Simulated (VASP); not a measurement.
# NaB (I4/mmm) in VASP: a series of runs

Runs on NaB. Level: PBE. Tasks: single point.

Program: VASP 6.6.1. These are calculated values, not measurements. Logs are shortened: lines on timing, memory, paths and dates and some standing lists are left out, and cuts for length are marked.

## 1. The cell of the first run

Symmetry: I4/mmm, No. 139, tetragonal system. The conventional cell has a = 3.682 Å, b = 3.682 Å, c = 5.368 Å, α = 90.00°, β = 90.00°, γ = 90.00°. Within 3.4 Å of Na (site symmetry 4/mmm) lie 6 B at 2.60 to 2.68 Å. B (site symmetry 4/mmm) has 6 Na at 2.60 to 2.68 Å within 3.4 Å.

## 2. Single point, PBE (strain -0.030 along x and y, +0.000 along z)

Input file INCAR:

```
PREC = Accurate ; ENCUT = 520
EDIFF = 1E-6 ; ISMEAR = 0
SIGMA = 0.15 ; LREAL = F
LASPH = T ; NELM = 100
ALGO = Normal ; ISIF = 2
LWAVE = F ; LCHARG = F
GGA = PE ; NBANDS = 12
```

Input file KPOINTS:

```
Automatic mesh
0
Gamma
  16 16 16
```

Input file POSCAR:

```
NaB
1.0
    0.0000000000      2.6033529300      2.6838690000
    2.6033529300      0.0000000000      2.6838690000
    2.6033529300      2.6033529300      0.0000000000
Na B
1 1
Direct
    0.0000000000      0.0000000000      0.0000000000
    0.5000000000      0.5000000000      0.5000000000
```

Potentials or basis: VASP PAW PBE potentials, release 64 (Na_pv, B).

Run with:

```console
$ cat potpaw_PBE.64/Na_pv/POTCAR potpaw_PBE.64/B/POTCAR > POTCAR
$ mpirun -np 1 vasp_std > vasp.out
```

OUTCAR:

```text
PREC = Accurate
   ENCUT = 520
   EDIFF = 1E-6
   ISMEAR = 0
   LREAL = F
   LASPH = T
   NELM = 100
   ISIF = 2
   GGA = PE

 ion  position               nearest neighbor table
   1  0.000  0.000  0.000-
   2  0.500  0.500  0.500-

  LATTYP: Found a body centered tetragonal cell.
 ALAT       =     3.6816970212
 C/A-ratio  =     1.4579521262

  Lattice vectors:

 A1 = (  -2.6033529300,   0.0000000000,   2.6838690000)
 A2 = (   2.6033529300,   0.0000000000,   2.6838690000)
 A3 = (   0.0000000000,   2.6033529300,  -2.6838690000)

Analysis of symmetry for initial positions (statically):
=====================================================================
 Subroutine PRICEL returns:
 Original cell was already a primitive cell.

 Routine SETGRP: Setting up the symmetry group for a
 body centered tetragonal supercell.

 Subroutine GETGRP returns: Found 16 space group operations
 (whereof 16 operations were pure point group operations)
 out of a pool of 16 trial point group operations.

The static configuration has the point symmetry D_4h.

Analysis of symmetry for dynamics (positions and initial velocities):
=====================================================================
 Subroutine PRICEL returns:
 Original cell was already a primitive cell.

 Routine SETGRP: Setting up the symmetry group for a
 body centered tetragonal supercell.

 Subroutine GETGRP returns: Found 16 space group operations
 (whereof 16 operations were pure point group operations)
 out of a pool of 16 trial point group operations.

The dynamic configuration has the point symmetry D_4h.

 Subroutine INISYM returns: Found 16 space group operations
 (whereof 16 operations are pure point group operations),
 and found     1 'primitive' translations

----------------------------------------------------------------------------------------

                                     Primitive cell

  volume of cell :      36.3796

  direct lattice vectors                    reciprocal lattice vectors
     0.000000000  2.603352930  2.683869000    -0.192060014  0.192060014  0.186298214
     2.603352930  0.000000000  2.683869000     0.192060014 -0.192060014  0.186298214
     2.603352930  2.603352930  0.000000000     0.192060014  0.192060014 -0.186298214

  length of vectors
     3.739063959  3.739063959  3.681697021     0.329364725  0.329364725  0.329364725

  position of ions in fractional coordinates (direct lattice)
     0.000000000  0.000000000  0.000000000
     0.500000000  0.500000000  0.500000000

  ion indices of the primitive-cell ions
   primitive index   ion index
                 1           1
                 2           2

----------------------------------------------------------------------------------------

 KPOINTS: Automatic mesh

Automatic generation of k-mesh.
 Grid dimensions read from file:
 generate k-points for:   16   16   16

 Generating k-lattice:

  Cartesian coordinates                     Fractional coordinates (reciprocal lattice)
    -0.012003751  0.012003751  0.011643638     0.062500000  0.000000000  0.000000000
     0.012003751 -0.012003751  0.011643638     0.000000000  0.062500000  0.000000000
     0.012003751  0.012003751 -0.011643638    -0.000000000 -0.000000000  0.062500000

  Length of vectors
     0.020585295  0.020585295  0.020585295

  Shift w.r.t. Gamma in fractional coordinates (k-lattice)
     0.000000000  0.000000000  0.000000000

 Subroutine IBZKPT returns following result:
 ===========================================

 Found    349 irreducible k-points:

 Following reciprocal coordinates:
            Coordinates               Weight
  0.000000  0.000000  0.000000      1.000000
  0.062500  0.000000  0.000000      8.000000
  0.125000  0.000000  0.000000      8.000000
  0.187500  0.000000  0.000000      8.000000
  0.250000  0.000000  0.000000      8.000000
  0.312500  0.000000  0.000000      8.000000
[... 16 lines left out ...]
 -0.125000  0.062500  0.000000      8.000000
 -0.062500  0.062500  0.000000      4.000000
 [... further k-points ...]
   k-points           NKPTS =    349   k-points in BZ     NKDIM =    349   number of bands    NBANDS=     12
   number of dos      NEDOS =    301   number of ions     NIONS =      2
   total plane-waves  NPLWV =  21952
   dimension x,y,z NGX =    28 NGY =   28 NGZ =   28
   dimension x,y,z NGXF=    56 NGYF=   56 NGZF=   56
   ions per type =               1   1
   NGX,Y,Z   is equivalent  to a cutoff of  12.45, 12.45, 12.64 a.u.
   NGXF,Y,Z  is equivalent  to a cutoff of  24.90, 24.90, 25.29 a.u.
 SYSTEM =  unknown system
   PREC   = accura    normal or accurate (medium, high low for compatibility)
   ISTART =      0    job   : 0-new  1-cont  2-samecut
   ICHARG =      2    charge: 1-file 2-atom 10-const
   ISPIN  =      1    spin polarized calculation?
   LNONCOLLINEAR =      F non collinear calculations
   LSORBIT =      F    spin-orbit coupling
   LASPH  =      T    aspherical Exc in radial PAW
   ENCUT  =  520.0 eV  38.22 Ry    6.18 a.u.   6.95  6.95  6.85*2*pi/ulx,y,z
   NELM   =    100;   NELMIN=  2; NELMDL= -5     # of ELM steps
   EDIFF  = 0.1E-05   stopping-criterion for ELM
   LREAL  =      F    real-space projection
   EDIFFG = 0.1E-04   stopping-criterion for IOM
   NSW    =      0    number of steps for IOM
   IBRION =     -1    ionic relax: 0-MD 1-quasi-New 2-CG
   NFREE  =      0    steps in history (QN), initial steepest desc. (CG)
   ISIF   =      2    stress and relaxation
   ISYM   =      2    0-nonsym 1-usesym 2-fastsym
   POTIM  = 0.5000    time-step for ionic-motion
   TEBEG  =    0.0;   TEEND  =   0.0 temperature during run
   PSTRESS=    0.0 pullay stress
   NELECT =      10.0000    total number of electrons
   NUPDOWN=      -1.0000    fix difference up-down
   EMIN   =  10.00;   EMAX   =-10.00  energy-range for DOS
   EFERMI =   0.00;   METHOD = LEGACY
   ISMEAR =     0;   SIGMA  =   0.15  broadening in eV -4-tet -1-fermi 0-gaus
   EFERMI_NEDOS =   21; number of points for ismear=-14 and -15
   IALGO  =     38    algorithm
   IMIX   =      4    mixing-type and parameters
     AMIX     =   0.40;   BMIX     =  1.00
     AMIX_MAG =   1.60;   BMIX_MAG =  1.00
  volume/ion in A,a.u.               =      18.19       122.75
  Fermi-wavevector in a.u.,A,eV,Ry     =   1.064443  2.011505 15.415927  1.133039
  Thomas-Fermi vector in A             =   2.199961
   LORBIT       =      0    0 simple, 1 ext, 2 COOP (PROOUT), +10 PAW based schemes
   GGA     = PE    functional components
   LHFCALC =     F    Hartree Fock is set to
   AEXX    =    0.0000 exact exchange contribution
   IVDW    =     0    specifies the selected vdW correction
   LEPSILON=     F    determine dielectric tensor
   LRPA    =     F    only Hartree local field effects (RPA)
 non-spin polarized calculation
 Gauss-broadening in eV      SIGMA  =   0.15
  energy-cutoff  :      520.00
  volume of cell :       36.38
 maximum number of plane-waves:       996
   NGX = 13   NGY = 13   NGZ = 13

 number of electron      10.0000003 magnetization

 Free energy of the ion-electron system (eV)
  ---------------------------------------------------
  ext. energy  EPLUGINS =         0.00000000
  ---------------------------------------------------
  free energy    TOTEN  =        -4.29141338 eV

  energy without entropy =       -4.27912915  energy(sigma->0) =       -4.28527127

 E-fermi :   1.0309     XC(G=0):  -8.5387

 val. band max:        1.0291547010   @ k =   0.3125   0.0000   0.1250
 cond. band min:       1.0485864644   @ k =  -0.2500   0.0000   0.0625
 fundamental gap:      0.0194317634
 Fermi energy:         1.0308565676

 k-point     1 :       0.0000    0.0000    0.0000
  band No.  band energies     occupation
      1     -21.9401      2.00000
      2     -21.9401      2.00000
      3     -21.9340      2.00000
      4      -6.3300      2.00000
      5       3.5311      0.00000
      6       3.5311      0.00000
      7       3.5443      0.00000
      8       9.0601      0.00000
      9      11.3618      0.00000
     10      11.5887      0.00000
     11      11.5887      0.00000
     12      13.8459      0.00000

 k-point     2 :       0.0625    0.0000    0.0000
  band No.  band energies     occupation
      1     -21.9417      2.00000
      2     -21.9403      2.00000
      3     -21.9346      2.00000
      4      -6.2794      2.00000
      5       3.3439      0.00000
      6       3.5041      0.00000
      7       3.5070      0.00000
      8       9.1715      0.00000
      9      11.1547      0.00000
     10      11.5347      0.00000
     11      11.6715      0.00000
     12      14.4007      0.00000

 k-point     3 :       0.1250    0.0000    0.0000
  band No.  band energies     occupation
      1     -21.9469      2.00000
      2     -21.9407      2.00000
      3     -21.9359      2.00000
      4      -6.1294      2.00000
      5       2.8292      0.00000
      6       3.4151      0.00000
      7       3.4291      0.00000
      8       9.3773      0.00000
      9      10.7080      0.00000
     10      11.7265      0.00000
     11      11.8931      0.00000
     12      14.4288      0.00000
[... 286 lines left out ...]
 k-point    23 :      -0.1250    0.0625    0.0000
  band No.  band energies     occupation
      1     -21.9517      2.00000
      2     -21.9403      2.00000
      3     -21.9368      2.00000
      4      -6.0086      2.00000
      5       2.5309      0.00000
      6       3.2148      0.00000
      7       3.4299      0.00000
      8       9.5125      0.00000
      9      10.3991      0.00000
     10      11.9964      0.00000
     11      11.9981      0.00000
     12      14.3466      0.00000

 k-point    24 :      -0.0625    0.0625    0.0000
  band No.  band energies     occupation
      1     -21.9453      2.00000
      2     -21.9401      2.00000
      3     -21.9352      2.00000
      4      -6.1926      2.00000
      5       3.0749      0.00000
      6       3.3849      0.00000
      7       3.4930      0.00000
      8       9.3266      0.00000
      9      10.7764      0.00000
     10      11.7071      0.00000
     11      11.7606      0.00000
     12      14.8432      0.00000

 [... further k-points ...]
[... 5 lines left out ...]
  --------------------------------------------------------------------------------------
  -------------------------------------------------------------------------------------
  Total        0.6920808      0.6920808      0.0677261      0.0000000      0.0000000     -0.0000000
  in kB       30.4796519     30.4796519      2.9826956      0.0000000      0.0000000     -0.0000000
  external PRESSURE =      21.3139998 kB  Pullay stress =       0.0000000 kB

 VOLUME and BASIS-vectors are now :
 -----------------------------------------------------------------------------
  energy-cutoff  :      520.00
  volume of cell :       36.38
      direct lattice vectors                 reciprocal lattice vectors
     0.000000000  2.603352930  2.683869000    -0.192060014  0.192060014  0.186298214
     2.603352930  0.000000000  2.683869000     0.192060014 -0.192060014  0.186298214
     2.603352930  2.603352930  0.000000000     0.192060014  0.192060014 -0.186298214

 POSITION                                       TOTAL-FORCE (eV/Angst)
 -----------------------------------------------------------------------------------
      0.00000      0.00000      0.00000         0.000000     -0.000000     -0.000000
      2.60335      2.60335      2.68387        -0.000000      0.000000      0.000000
 -----------------------------------------------------------------------------------
    total drift:                               -0.000000      0.000000      0.000000

  FREE ENERGIE OF THE ION-ELECTRON SYSTEM (eV)
  ---------------------------------------------------
  free  energy   TOTEN  =        -4.2914133768 eV

  energy  without entropy=       -4.2791291541  energy(sigma->0) =       -4.28527127
```

Run time: 96 s. Hardware: 1 thread of Intel Xeon Platinum 8375C at 2.90GHz (Ice Lake), shared host; peak memory 0.26 GiB.

What came out:

- Free energy: -4.2914 eV
- Pressure: 2.1 GPa
- Band gap on the k mesh: zero (band 5 reaches 3.53 eV, above the bottom of band 6 at 0.29 eV)

Stress tensor (GPa, compression positive):
```
3.05 0.00 0.00
0.00 3.05 0.00
0.00 0.00 0.30
```

Levels at points of the mesh, in eV from the Fermi level:
```
           k point  band 1  band 2  band 3  band 4  band 5  band 6  band 7  band 8  band 9  band 10
(0.00, 0.00, 0.00)  -22.97  -22.97  -22.96   -7.36    2.50    2.50    2.51    8.03   10.33    10.56
(0.50, 0.00, 0.00)  -23.02  -22.97  -22.97   -5.29   -2.05    1.77    1.89    7.33   10.54    10.95
(0.50, 0.50, 0.00)  -23.01  -22.99  -22.99   -4.86   -1.61    1.13    1.13    6.25    7.40    11.93
(0.50, 0.00, 0.50)  -23.02  -22.99  -22.98   -4.72   -1.49    0.91    1.05    6.06    7.22    12.11
```

Caveat: the cell differs from its parent crystal (strain -0.030 along x and y, +0.000 along z).

## 3. Single point, PBE (strain +0.000 along x and y, -0.030 along z)

Input file INCAR:

```
PREC = Accurate ; ENCUT = 520
EDIFF = 1E-6 ; ISMEAR = 0
SIGMA = 0.15 ; LREAL = False
LASPH = True ; NELM = 80
ALGO = Normal ; ISIF = 2
LWAVE = False ; LCHARG = False
GGA = PE ; NBANDS = 12
```

Input file KPOINTS:

```
regular mesh
0
Gamma
  16 16 16
```

Input file POSCAR:

```
NaB
1.0
    0.0000000000      2.6838690000      2.6033529300
    2.6838690000      0.0000000000      2.6033529300
    2.6838690000      2.6838690000      0.0000000000
Na B
1 1
Direct
    0.0000000000      0.0000000000      0.0000000000
    0.5000000000      0.5000000000      0.5000000000
```

Potentials or basis: VASP PAW PBE potentials, release 64 (Na_pv, B).

Run with:

```console
$ cat potpaw_PBE.64/Na_pv/POTCAR potpaw_PBE.64/B/POTCAR > POTCAR
$ mpirun -np 1 vasp_std > vasp.out
```

OUTCAR:

```text
PREC = Accurate
   ENCUT = 520
   EDIFF = 1E-6
   ISMEAR = 0
   LREAL = False
   LASPH = True
   NELM = 80
   ISIF = 2
   GGA = PE

 ion  position               nearest neighbor table
   1  0.000  0.000  0.000-
   2  0.500  0.500  0.500-

  LATTYP: Found a body centered tetragonal cell.
 ALAT       =     3.7955639394
 C/A-ratio  =     1.3717871555

  Lattice vectors:

 A1 = (   0.0000000000,  -2.6838690000,  -2.6033529300)
 A2 = (   0.0000000000,   2.6838690000,  -2.6033529300)
 A3 = (   2.6838690000,   0.0000000000,   2.6033529300)

[... 536 lines left out ...]
      7       3.2917      0.00000
      8       8.8930      0.00000
      9      10.5069      0.00000
     10      11.3432      0.00000
     11      11.6671      0.00000
     12      13.9323      0.00000

 [... further k-points ...]
[... 5 lines left out ...]
  --------------------------------------------------------------------------------------
  -------------------------------------------------------------------------------------
  Total        0.0563901      0.0563901      0.6925709      0.0000000      0.0000000      0.0000000
  in kB        2.4089513      2.4089513     29.5861960      0.0000000      0.0000000      0.0000000
  external PRESSURE =      11.4680328 kB  Pullay stress =       0.0000000 kB

 VOLUME and BASIS-vectors are now :
 -----------------------------------------------------------------------------
  energy-cutoff  :      520.00
  volume of cell :       37.50
      direct lattice vectors                 reciprocal lattice vectors
     0.000000000  2.683869000  2.603352930    -0.186298214  0.186298214  0.192060014
     2.683869000  0.000000000  2.603352930     0.186298214 -0.186298214  0.192060014
     2.683869000  2.683869000  0.000000000     0.186298214  0.186298214 -0.192060014

 POSITION                                       TOTAL-FORCE (eV/Angst)
 -----------------------------------------------------------------------------------
      0.00000      0.00000      0.00000        -0.000000      0.000000     -0.000000
      2.68387      2.68387      2.60335         0.000000     -0.000000      0.000000
 -----------------------------------------------------------------------------------
    total drift:                               -0.000000      0.000000      0.000000

  FREE ENERGIE OF THE ION-ELECTRON SYSTEM (eV)
  ---------------------------------------------------
  free  energy   TOTEN  =        -4.3024887016 eV

  energy  without entropy=       -4.2900178837  energy(sigma->0) =       -4.29625329
```

OSZICAR:

```text
N       E                     dE             d eps       ncg     rms          rms(c)
DAV:   1     0.481227266418E+02    0.48123E+02   -0.52770E+03  8436   0.819E+02
DAV:   2    -0.228927214708E+01   -0.50412E+02   -0.49086E+02  8944   0.212E+02
DAV:   3    -0.430376759203E+01   -0.20145E+01   -0.19979E+01 10360   0.395E+01
DAV:   4    -0.432477827611E+01   -0.21011E-01   -0.20997E-01  8988   0.410E+00
DAV:   5    -0.432499846477E+01   -0.22019E-03   -0.22019E-03 10316   0.437E-01    0.586E-01
DAV:   6    -0.430783679409E+01    0.17162E-01   -0.98992E-03 10580   0.757E-01    0.335E-01
DAV:   7    -0.430257368538E+01    0.52631E-02   -0.10489E-02 10912   0.734E-01    0.117E-01
DAV:   8    -0.430249226399E+01    0.81421E-04   -0.54955E-04  8756   0.264E-01    0.143E-02
DAV:   9    -0.430248839828E+01    0.38657E-05   -0.16165E-05 10620   0.591E-02    0.557E-03
DAV:  10    -0.430248870156E+01   -0.30327E-06   -0.84404E-07  5188   0.134E-02
   1 F= -.43024887E+01 E0= -.42962533E+01  d E =-.124708E-01
```

Run time: 1.8 min. Hardware: 1 thread of Intel Xeon Platinum 8375C at 2.90GHz (Ice Lake), shared host; peak memory 0.26 GiB.

Results:

| Property | Result |
| --- | --- |
| Free energy | -4.3025 eV |
| Pressure | 1.1 GPa |
| Band gap on the k mesh | zero (band 5 reaches 3.31 eV, above the bottom of band 6 at 0.19 eV) |

Caveat: the cell differs from its parent crystal (strain +0.000 along x and y, -0.030 along z).

## 4. Single point, PBE (strain +0.000 along x and y, +0.030 along z)

Input file INCAR:

```
SYSTEM = NaB
PREC = Accurate ; ENCUT = 520
EDIFF = 1E-7 ; ISMEAR = 0
SIGMA = 0.15 ; LREAL = .False.
LASPH = .True. ; NELM = 60
ALGO = Normal ; ISIF = 2
LWAVE = .False. ; LCHARG = .True.
GGA = PE ; LELF = .True.
LVHAR = .True. ; NBANDS = 12
```

Input file KPOINTS:

```
regular mesh
0
Gamma
  16 16 16
  0 0 0
```

Input file POSCAR:

```
NaB
1.0
    0.0000000000      2.6838690000      2.7643850700
    2.6838690000      0.0000000000      2.7643850700
    2.6838690000      2.6838690000      0.0000000000
Na B
1 1
Direct
    0.0000000000      0.0000000000      0.0000000000
    0.5000000000      0.5000000000      0.5000000000
```

Run with:

```console
$ cat potpaw_PBE.64/Na_pv/POTCAR potpaw_PBE.64/B/POTCAR > POTCAR
$ mpirun -np 1 vasp_std > vasp.out
```

Run time: 2.1 min. Hardware: 1 thread of Intel Xeon Platinum 8375C at 2.90GHz (Ice Lake), shared host; peak memory 0.27 GiB.

Results (log left out):

| Item | Value |
| --- | --- |
| Free energy | -4.3074 eV |
| Pressure | -0.5 GPa |
| Band gap on the k mesh | zero (band 5 reaches 2.94 eV, above the bottom of band 6 at -0.03 eV) |

Stress tensor (GPa, compression positive):
```
 0.16  0.00  0.00
 0.00  0.16  0.00
 0.00  0.00 -1.81
```

Levels at points of the mesh, in eV from the Fermi level:
| k point | band 2 | band 3 | band 4 | band 5 | band 6 | band 7 | band 8 | band 9 |
| --- | --- | --- | --- | --- | --- | --- | --- | --- |
| (0.00, 0.00, 0.00) | -23.09 | -23.09 | -7.09 | 2.29 | 2.29 | 2.31 | 7.11 | 9.98 |
| (0.50, 0.00, 0.00) | -23.09 | -23.09 | -5.27 | -1.88 | 1.66 | 1.76 | 6.86 | 10.00 |
| (0.50, 0.50, 0.00) | -23.10 | -23.10 | -4.88 | -1.46 | 1.04 | 1.04 | 6.13 | 6.79 |
| (0.50, 0.00, 0.50) | -23.10 | -23.10 | -4.75 | -1.36 | 0.84 | 0.97 | 5.96 | 6.64 |

Caveat: the cell differs from its parent crystal (strain +0.000 along x and y, +0.030 along z).

## 5. Summary

| cell | gap on the mesh (eV) | pressure (GPa) |
| --- | --- | --- |
| a = 3.739, b = 3.739, c = 3.682 Å, angles 60.5, 60.5, 59.0°, 2 atoms | none | 2.1 |
| a = 3.739, b = 3.739, c = 3.796 Å, angles 59.5, 59.5, 61.0°, 2 atoms | none | 1.1 |
| a = 3.853, b = 3.853, c = 3.796 Å, angles 60.5, 60.5, 59.0°, 2 atoms | none | -0.5 |

Alike in all rows: task single point; level PBE; potentials or basis VASP PAW PBE potentials, release 64 (Na_pv, B); no spin polarisation; k mesh 16 × 16 × 16; cutoff (eV) 520; smearing gaussian 0.15 eV.

Absolute energies hang on the potentials; compare differences alone.
